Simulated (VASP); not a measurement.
Input of a VASP 6.6.1 run:

File INCAR:

```
SYSTEM = Ti12H
PREC     = Accurate       ! precision mode
ENCUT    = 520            ! plane-wave cutoff, eV
EDIFF    = 1E-6           ! SCF threshold, eV
ISMEAR   = -1             ! smearing method
SIGMA    = 0.15           ! smearing width, eV
LREAL    = .False.        ! projectors in reciprocal space
LASPH    = .True.         ! aspherical terms in the spheres
NELM     = 60             ! most SCF steps
ALGO     = Normal         ! electronic algorithm
ISIF     = 2              ! what is computed and relaxed
LWAVE    = .False.        ! write WAVECAR
LCHARG   = .False.        ! write CHGCAR
GGA      = PE             ! functional
NBANDS   = 84             ! bands
```

File KPOINTS:

```
regular mesh
0
Gamma
  2 2 2
  0 0 0
```

POSCAR

```
Ti12H
1.0
    5.9000000000      0.0000000000      0.0000000000
   -4.4250000000      7.6643250000      0.0000000000
    0.0000000000      0.0000000000      4.6846000000
Ti H
12 1
Direct
   -0.0897719830     -0.0660462598      0.0569312214
    0.1862434257      0.2812511213      0.5961875080
   -0.0307399983      0.2981997762      0.0977458054
    0.1287067265      0.5640157483      0.5130213892
   -0.0457071900      0.6392604698     -0.0017077232
    0.2058759078      0.9158797415      0.4590146437
    0.4971551208     -0.0317705734     -0.0195107373
    0.7030260381      0.2983172034      0.5466208428
    0.4051042558      0.2748056743      0.0390001281
    0.6882522760      0.5779634867      0.4753447466
    0.4304918095      0.6430964240      0.0261068181
    0.7459356635      0.9201854045      0.6041924604
    0.8633179593      0.1477233807      0.7967169022
```

Potentials or basis: VASP PAW PBE potentials, release 64 (Ti_sv, H).

The run is started by

```console
$ cat potpaw_PBE.64/Ti_sv/POTCAR potpaw_PBE.64/H/POTCAR > POTCAR
$ mpirun -np 1 vasp_std > vasp.out
```

What does it give for the band gap on the k mesh?

Zero (an odd number of electrons rules out a gap without spin polarisation).

Estimate the pressure.

3.3 GPa.

Forces on the atoms (eV/Å):
```
Ti   1.216  0.735  1.701
Ti   0.576 -0.422 -0.978
Ti  -0.391  0.541 -0.325
Ti   1.332  1.866  0.191
Ti   0.079 -0.417 -0.260
Ti   0.285 -0.041  0.670
Ti  -1.644  0.574  0.595
Ti  -0.410 -2.475  0.583
Ti   1.065  0.447  0.962
Ti  -1.344  0.818  0.273
Ti   0.397 -0.929  0.029
Ti  -0.691  0.007 -2.999
H   -0.470 -0.704 -0.442
```

Caveat: the k points lie up to 0.67 Å⁻¹ apart, too coarse for converged energies and pressures of a metal; the atoms stand as in a frame of molecular dynamics.
